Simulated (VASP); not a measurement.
# KTaO3 (Pm-3m) in VASP: further runs

KTaO3 is run at these levels: LDA, HSE06; tasks: single point.

Everything below comes from runs of VASP 6.6.1. Logs are shortened: lines on timing, memory, paths and dates and some standing lists are left out, and cuts for length are marked.

### Step 1. The cell of the first run

Symmetry: Pm-3m, No. 221, cubic system. Conventional cell: a = 3.990 Å, b = 3.990 Å, c = 3.990 Å, α = 90.00°, β = 90.00°, γ = 90.00°. K (site symmetry m-3m) has 12 O at 2.82 Å and 8 Ta at 3.46 Å within 3.7 Å. Ta (site symmetry m-3m) has 6 O at 2.00 Å within 2.6 Å. Within 2.6 Å of O (site symmetry 4/mmm) lie 2 Ta at 2.00 Å.

### Step 2. Single point, LDA

INCAR reads:

```
ALGO = Normal
EDIFF = 1E-6
ENCUT = 700
GGA_COMPAT = F
ISIF = 2
ISMEAR = 0
LASPH = T
LCHARG = F
LREAL = F
LWAVE = F
NBANDS = 28
NELM = 120
PREC = Accurate
SIGMA = 0.01
```

KPOINTS reads:

```
k-points
0
Gamma
  6 6 6
```

POSCAR reads:

```
KTaO3
1.0
    3.9901311086      0.0000000000      0.0000000000
    0.0000000000      3.9901311086      0.0000000000
    0.0000000000      0.0000000000      3.9901311086
K Ta O
1 1 3
Direct
    0.0000000000      0.0000000000      0.0000000000
    0.5000000000      0.5000000000      0.5000000000
    0.5000000000      0.5000000000      0.0000000000
    0.5000000000      0.0000000000      0.5000000000
    0.0000000000      0.5000000000      0.5000000000
```

Potentials or basis: VASP PAW LDA potentials, release 64 (K_sv, Ta_sv_GW, O).

Command:

```
> cat potpaw_LDA.64/K_sv/POTCAR potpaw_LDA.64/Ta_sv_GW/POTCAR potpaw_LDA.64/O/POTCAR > POTCAR
> mpirun -np 1 vasp_std > vasp.out
```

OUTCAR:

```text
EDIFF = 1E-6
   ENCUT = 700
   ISIF = 2
   ISMEAR = 0
   LASPH = T
   LREAL = F
   NELM = 120
   PREC = Accurate

 ion  position               nearest neighbor table
   1  0.000  0.000  0.000-   3 2.82   4 2.82   5 2.82   4 2.82   5 2.82   3 2.82   5 2.82   5 2.82
                             3 2.82   4 2.82   4 2.82   3 2.82   2 3.46   2 3.46   2 3.46   2 3.46
   2  0.500  0.500  0.500-   3 2.00   4 2.00   5 2.00   3 2.00   4 2.00   5 2.00   1 3.46   1 3.46
                             1 3.46   1 3.46   1 3.46   1 3.46   1 3.46   1 3.46
   3  0.500  0.500  0.000-   2 2.00   2 2.00   1 2.82   1 2.82   1 2.82   1 2.82
   4  0.500  0.000  0.500-   2 2.00   2 2.00   1 2.82   1 2.82   1 2.82   1 2.82
   5  0.000  0.500  0.500-   2 2.00   2 2.00   1 2.82   1 2.82   1 2.82   1 2.82

  LATTYP: Found a simple cubic cell.
 ALAT       =     3.9901311086

  Lattice vectors:

 A1 = (   3.9901311086,   0.0000000000,   0.0000000000)
 A2 = (   0.0000000000,   3.9901311086,   0.0000000000)
 A3 = (   0.0000000000,   0.0000000000,   3.9901311086)

Analysis of symmetry for initial positions (statically):
=====================================================================
 Subroutine PRICEL returns:
 Original cell was already a primitive cell.

 Routine SETGRP: Setting up the symmetry group for a
 simple cubic supercell.

 Subroutine GETGRP returns: Found 48 space group operations
 (whereof 48 operations were pure point group operations)
 out of a pool of 48 trial point group operations.

The static configuration has the point symmetry O_h .

Analysis of symmetry for dynamics (positions and initial velocities):
=====================================================================
 Subroutine PRICEL returns:
 Original cell was already a primitive cell.

 Routine SETGRP: Setting up the symmetry group for a
 simple cubic supercell.

 Subroutine GETGRP returns: Found 48 space group operations
 (whereof 48 operations were pure point group operations)
 out of a pool of 48 trial point group operations.

The dynamic configuration has the point symmetry O_h .

 Subroutine INISYM returns: Found 48 space group operations
 (whereof 48 operations are pure point group operations),
 and found     1 'primitive' translations

----------------------------------------------------------------------------------------

                                     Primitive cell

  volume of cell :      63.5275

  direct lattice vectors                    reciprocal lattice vectors
     3.990131109  0.000000000  0.000000000     0.250618331  0.000000000  0.000000000
     0.000000000  3.990131109  0.000000000     0.000000000  0.250618331  0.000000000
     0.000000000  0.000000000  3.990131109     0.000000000  0.000000000  0.250618331

  length of vectors
     3.990131109  3.990131109  3.990131109     0.250618331  0.250618331  0.250618331

  position of ions in fractional coordinates (direct lattice)
     0.000000000  0.000000000  0.000000000
     0.500000000  0.500000000  0.500000000
     0.500000000  0.500000000  0.000000000
     0.500000000  0.000000000  0.500000000
     0.000000000  0.500000000  0.500000000

  ion indices of the primitive-cell ions
   primitive index   ion index
                 1           1
                 2           2
                 3           3
                 4           4
                 5           5

----------------------------------------------------------------------------------------

 KPOINTS: k-points

Automatic generation of k-mesh.
 Grid dimensions read from file:
 generate k-points for:    6    6    6

 Generating k-lattice:

  Cartesian coordinates                     Fractional coordinates (reciprocal lattice)
     0.041769722  0.000000000  0.000000000     0.166666667  0.000000000  0.000000000
     0.000000000  0.041769722  0.000000000     0.000000000  0.166666667  0.000000000
     0.000000000  0.000000000  0.041769722     0.000000000  0.000000000  0.166666667

  Length of vectors
     0.041769722  0.041769722  0.041769722

  Shift w.r.t. Gamma in fractional coordinates (k-lattice)
     0.000000000  0.000000000  0.000000000

 Subroutine IBZKPT returns following result:
 ===========================================

 Found     20 irreducible k-points:

 Following reciprocal coordinates:
            Coordinates               Weight
  0.000000  0.000000  0.000000      1.000000
  0.166667  0.000000  0.000000      6.000000
  0.333333  0.000000  0.000000      6.000000
  0.500000  0.000000  0.000000      3.000000
  0.166667  0.166667  0.000000     12.000000
  0.333333  0.166667  0.000000     24.000000
[... 12 lines left out ...]
  0.500000  0.500000  0.333333      6.000000
  0.500000  0.500000  0.500000      1.000000
   k-points           NKPTS =     20   k-points in BZ     NKDIM =     20   number of bands    NBANDS=     28
   number of dos      NEDOS =    301   number of ions     NIONS =      5
   total plane-waves  NPLWV =  46656
   dimension x,y,z NGX =    36 NGY =   36 NGZ =   36
   dimension x,y,z NGXF=    72 NGYF=   72 NGZF=   72
   ions per type =               1   1   3
   NGX,Y,Z   is equivalent  to a cutoff of  15.00, 15.00, 15.00 a.u.
   NGXF,Y,Z  is equivalent  to a cutoff of  30.00, 30.00, 30.00 a.u.
 SYSTEM =  unknown system
   PREC   = accura    normal or accurate (medium, high low for compatibility)
   ISTART =      0    job   : 0-new  1-cont  2-samecut
   ICHARG =      2    charge: 1-file 2-atom 10-const
   ISPIN  =      1    spin polarized calculation?
   LNONCOLLINEAR =      F non collinear calculations
   LSORBIT =      F    spin-orbit coupling
   LASPH  =      T    aspherical Exc in radial PAW
   ENCUT  =  700.0 eV  51.45 Ry    7.17 a.u.   8.61  8.61  8.61*2*pi/ulx,y,z
   NELM   =    120;   NELMIN=  2; NELMDL= -5     # of ELM steps
   EDIFF  = 0.1E-05   stopping-criterion for ELM
   LREAL  =      F    real-space projection
[... 7 lines left out ...]
   TEBEG  =    0.0;   TEEND  =   0.0 temperature during run
   PSTRESS=    0.0 pullay stress
   NELECT =      40.0000    total number of electrons
   NUPDOWN=      -1.0000    fix difference up-down
   EMIN   =  10.00;   EMAX   =-10.00  energy-range for DOS
   EFERMI =   0.00;   METHOD = LEGACY
   ISMEAR =     0;   SIGMA  =   0.01  broadening in eV -4-tet -1-fermi 0-gaus
   EFERMI_NEDOS =   21; number of points for ismear=-14 and -15
   IALGO  =     38    algorithm
   IMIX   =      4    mixing-type and parameters
     AMIX     =   0.40;   BMIX     =  1.00
     AMIX_MAG =   1.60;   BMIX_MAG =  1.00
  volume/ion in A,a.u.               =      12.71        85.74
  Fermi-wavevector in a.u.,A,eV,Ry     =   1.403162  2.651591 26.787997  1.968862
  Thomas-Fermi vector in A             =   2.525851
   LORBIT       =      0    0 simple, 1 ext, 2 COOP (PROOUT), +10 PAW based schemes
   GGA     = CA    functional components
   LHFCALC =     F    Hartree Fock is set to
   AEXX    =    0.0000 exact exchange contribution
   IVDW    =     0    specifies the selected vdW correction
   LEPSILON=     F    determine dielectric tensor
   LRPA    =     F    only Hartree local field effects (RPA)
 non-spin polarized calculation
 Gauss-broadening in eV      SIGMA  =   0.01
  energy-cutoff  :      700.00
  volume of cell :       63.53
 maximum number of plane-waves:      2721
 NGX is ok and might be reduce to    36
   NGX = 17   NGY = 17   NGZ = 17

 number of electron      40.0000005 magnetization

 Free energy of the ion-electron system (eV)
  ---------------------------------------------------
  ext. energy  EPLUGINS =         0.00000000
  ---------------------------------------------------
  free energy    TOTEN  =       -47.60684824 eV

  energy without entropy =      -47.60684824  energy(sigma->0) =      -47.60684824

 E-fermi :   3.0151     XC(G=0): -11.5547

 val. band max:        2.8606131765   @ k =   0.5000   0.5000   0.5000
 cond. band min:       4.9098367121   @ k =   0.0000   0.0000   0.0000
 fundamental gap:      2.0492235356
 Fermi energy:         3.0151393428

 k-point     1 :       0.0000    0.0000    0.0000
  band No.  band energies     occupation
      1     -64.2740      2.00000
      2     -30.9861      2.00000
      3     -30.9861      2.00000
      4     -30.9861      2.00000
      5     -24.0035      2.00000
      6     -14.3762      2.00000
[... 20 lines left out ...]
     27      10.6313      0.00000
     28      10.6313      0.00000

 k-point     2 :       0.1667    0.0000    0.0000
  band No.  band energies     occupation
      1     -64.2738      2.00000
      2     -31.0090      2.00000
      3     -30.9852      2.00000
      4     -30.9852      2.00000
      5     -23.9958      2.00000
      6     -14.3073      2.00000
[... 20 lines left out ...]
     27      10.9815      0.00000
     28      11.1033      0.00000

 k-point     3 :       0.3333    0.0000    0.0000
  band No.  band energies     occupation
      1     -64.2735      2.00000
      2     -31.0544      2.00000
      3     -30.9833      2.00000
      4     -30.9833      2.00000
      5     -23.9803      2.00000
      6     -14.2710      2.00000
[... 20 lines left out ...]
     27      11.7276      0.00000
     28      12.7144      0.00000

 k-point     4 :       0.5000    0.0000    0.0000
  band No.  band energies     occupation
      1     -64.2734      2.00000
      2     -31.0769      2.00000
      3     -30.9824      2.00000
      4     -30.9824      2.00000
      5     -23.9726      2.00000
      6     -14.2786      2.00000
[... 454 lines left out ...]
     27      13.9464      0.00000
     28      14.1944      0.00000

 k-point    19 :       0.5000    0.5000    0.3333
  band No.  band energies     occupation
      1     -64.2723      2.00000
      2     -31.0689      2.00000
      3     -31.0689      2.00000
      4     -31.0459      2.00000
      5     -23.9439      2.00000
      6     -13.0184      2.00000
[... 20 lines left out ...]
     27      13.6378      0.00000
     28      14.3310      0.00000

 k-point    20 :       0.5000    0.5000    0.5000
  band No.  band energies     occupation
      1     -64.2721      2.00000
      2     -31.0678      2.00000
      3     -31.0678      2.00000
      4     -31.0678      2.00000
      5     -23.9396      2.00000
      6     -12.6738      2.00000
[... 20 lines left out ...]
     27      13.3239      0.00000
     28      14.9596      0.00000

------------------------ aborting loop because EDIFF is reached ----------------------------------------

  FORCE on cell =-STRESS in cart. coord.  units (eV):
  Direction    XX          YY          ZZ          XY          YZ          ZX
  --------------------------------------------------------------------------------------
  -------------------------------------------------------------------------------------
  Total       -2.0789099     -2.0789099     -2.0789099     -0.0000000      0.0000000      0.0000000
  in kB      -52.4305911    -52.4305911    -52.4305911     -0.0000000      0.0000000      0.0000000
  external PRESSURE =     -52.4305911 kB  Pullay stress =       0.0000000 kB

 VOLUME and BASIS-vectors are now :
 -----------------------------------------------------------------------------
  energy-cutoff  :      700.00
  volume of cell :       63.53
      direct lattice vectors                 reciprocal lattice vectors
     3.990131109  0.000000000  0.000000000     0.250618331  0.000000000  0.000000000
     0.000000000  3.990131109  0.000000000     0.000000000  0.250618331  0.000000000
     0.000000000  0.000000000  3.990131109     0.000000000  0.000000000  0.250618331

 POSITION                                       TOTAL-FORCE (eV/Angst)
 -----------------------------------------------------------------------------------
      0.00000      0.00000      0.00000         0.000000      0.000000      0.000000
      1.99507      1.99507      1.99507         0.000000      0.000000      0.000000
      1.99507      1.99507      0.00000         0.000000      0.000000      0.000000
      1.99507      0.00000      1.99507         0.000000      0.000000      0.000000
      0.00000      1.99507      1.99507         0.000000      0.000000      0.000000
 -----------------------------------------------------------------------------------
    total drift:                                0.000000      0.000000      0.000000

  FREE ENERGIE OF THE ION-ELECTRON SYSTEM (eV)
  ---------------------------------------------------
  free  energy   TOTEN  =       -47.6068482358 eV

  energy  without entropy=      -47.6068482358  energy(sigma->0) =      -47.60684824
```

It took 37 s on 1 thread of AMD EPYC 9R45 (Zen 5), shared host; peak memory 0.18 GiB.

What came out:

| Property | Result |
| --- | --- |
| Free energy | -47.6068 eV |
| Pressure | -5.2 GPa |
| Band gap on the k mesh | 2.05 eV (least direct gap 2.67 eV) |

Levels at points of the mesh, in eV from the valence-band top:
| k point | band 16 | band 17 | band 18 | band 19 | band 20 | band 21 | band 22 | band 23 | band 24 | band 25 |
| --- | --- | --- | --- | --- | --- | --- | --- | --- | --- | --- |
| (0.00, 0.00, 0.00) | -1.07 | -1.07 | -0.62 | -0.62 | -0.62 | 2.05 | 2.05 | 2.05 | 6.37 | 6.78 |
| (0.50, 0.00, 0.00) | -2.33 | -2.18 | -1.55 | -0.85 | -0.85 | 2.21 | 4.95 | 4.95 | 6.83 | 8.41 |
| (0.50, 0.50, 0.00) | -2.89 | -1.64 | -1.44 | -1.44 | -0.04 | 4.99 | 4.99 | 6.27 | 7.67 | 9.93 |
| (0.50, 0.50, 0.50) | -3.94 | -3.94 | 0.00 | 0.00 | 0.00 | 6.42 | 6.42 | 6.42 | 8.72 | 8.72 |

Caveat: the cell stands under tension; spin-orbit coupling is left out, which moves the levels of the heavy elements.

(Continued in part 2 of 2.)
